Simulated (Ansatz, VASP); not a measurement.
One calculation of Te2Mo, two programs

File INCAR:

```
SYSTEM = Te2Mo
PREC = Accurate ; ENCUT = 520
EDIFF = 1E-6 ; ISMEAR = -1
SIGMA = 0.02 ; LREAL = .False.
LASPH = .True. ; NELM = 60
ALGO = Normal ; ISIF = 2
LWAVE = .False. ; LCHARG = .False.
GGA = PE ; NBANDS = 20
```

File KPOINTS:

```
regular mesh
0
Gamma
  8 8 8
  0 0 0
```

The input POSCAR:

```
Te2Mo
1.0
    1.7734078862      1.0238775205      7.1041367205
   -1.7734078862      1.0238775205      7.1041367205
    0.0000000000     -2.0477550409      7.1041367205
Mo Te
1 2
Direct
   -0.0000368534     -0.0000368534     -0.0000368534
    0.4174226658      0.4174226658      0.4174226658
    0.2492808542      0.2492808542      0.2492808542
```

Input for Ansatz:

```yaml
crystal:
  lattice:
    - [1.7734078862, 1.0238775205, 7.1041367205]
    - [-1.7734078862, 1.0238775205, 7.1041367205]
    - [0.0, -2.0477550409, 7.1041367205]
  atoms:
    - { symbol: Mo, position: [-3.68534e-05, -3.68534e-05, -3.68534e-05] }
    - { symbol: Te, position: [0.4174226658, 0.4174226658, 0.4174226658] }
    - { symbol: Te, position: [0.2492808542, 0.2492808542, 0.2492808542] }
kpoints:
  mp_grid: { grid: [8, 8, 8] }
  band_path:
    path:
      - [0.0, 0.0, 0.0]
      - [-0.5, -0.5, -0.5]
      - [-0.5, -0.1805145098, -0.8194854902]
      - [-0.1805145098, 0.1805145098, -0.5]
      - [0.0, 0.0, -0.5]
      - [0.0, 0.3402572549, -0.3402572549]
      - [-0.3402572549, 0.0, -0.6597427451]
      - [-0.5, 0.0, -0.5]
      - [0.0, 0.2041543529, -0.2041543529]
      - [-0.1624630588, 0.1624630588, -0.5]
    npoints: 1
hamiltonian:
  xc: pbe
scf:
  occupations: { method: fermi_dirac, width: 0.02 }
  n_extra_bands: 4
output:
  forces: true
  stress: true
  eigenvalues: true
```

Alike in both runs: task single point; functional PBE; k mesh 8 × 8 × 8; occupations fermi-dirac, width 0.02 eV; no spin polarisation.

|  | VASP | Ansatz |
| --- | --- | --- |
| version | VASP 6.6.1 | Ansatz 0.2.0 |
| potentials or method | VASP PAW PBE potentials, release 64 (Mo_sv, Te) | plane waves, PAW |
| plane-wave cutoff (eV) | 520 | 420 |
| valence electrons in the cell | 26 | 46 |

VASP gave:

- gap on the k mesh at the Fermi level (eV): 0.91
- pressure (GPa): 1.9
- traceless stress, the component that is largest in VASP (GPa): 0.90
- rms of the force components (eV/Å): 0.099

Task: Which values does Ansatz return?

Result: gap on the k mesh at the Fermi level (eV): 0.91; pressure (GPa): 1.9; traceless stress, the component that is largest in VASP (GPa): 0.84; rms of the force components (eV/Å): 0.093.

Atom by atom the forces differ by 0.007 eV/Å (rms over components). The functional is the same, so the differences come from potentials, cutoffs and numerics. VASP's potentials hold 26 valence electrons a cell and Ansatz's 46, so a difference there can come from the potentials and not from the codes.

Spin-orbit coupling is off throughout.
